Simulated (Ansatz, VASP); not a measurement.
# One calculation of Ge, two programs

```
Ge
1.0
     0.00000    2.88061    2.88061
     2.88061    0.00000    2.88061
     2.88061    2.88061    0.00000
Ge
2
Cartesian
  0.0000 0.0000 0.0000
  1.4403 1.4403 1.4403
```

Alike in both runs: functional PBE; k mesh 8 × 8 × 8; occupations gaussian, width 0.05 eV; no spin polarisation.

Ansatz relaxed the structure, and its values are those at the end. VASP's run is a single point on that final structure, the one shown.

|  | VASP | Ansatz |
| --- | --- | --- |
| version | VASP 6.6.1 | Ansatz 0.2.0 |
| potentials or method | VASP PAW PBE potentials, release 64 (Ge_d) | scalar-relativistic, plane waves, PAW |
| plane-wave cutoff (eV) | 520 | 420 |
| valence electrons in the cell | 28 | 28 |

```csv
,VASP,Ansatz,Ansatz less VASP
gap on the k mesh at the Fermi level (eV),none,none,-
pressure (GPa),-0.1,0.0,+0.07
```

A gap of «none» marks a metal or a gap that the smearing closes.
